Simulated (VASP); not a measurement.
Runs of VASP 6.6.1 on Pt3PbC. The structure is that of space group Pm-3m (No. 221), or close to it. The cells are those of the table. 

```tsv
cell	gap on the mesh (eV)	pressure (GPa)
a = 4.348 Å, 5 atoms	none	-0.9
a = 4.269 Å, 5 atoms	none	(b)
a = 4.229 Å, 5 atoms	none	(a)
a = 4.309 Å, 5 atoms	none	3.8
a = 4.461 Å, 5 atoms	none	-11.1
```

Alike in all rows: task single point; level PBE; potentials or basis VASP PAW PBE potentials, release 64 (Pt, Pb_d, C); no spin polarisation; k mesh 5 × 5 × 5; cutoff (eV) 520; smearing fermi-dirac 0.1 eV.

Problem. Fill in the values left out.

Solution. (a) 15.9; (b) 9.4.

Caveats: spin-orbit coupling is left out, which moves the levels of the heavy elements.

A k mesh can miss the band edges, and the runs leave out spin-orbit coupling on Pb, Pt.

A gap of «none» marks levels without a gap at the run's occupations.
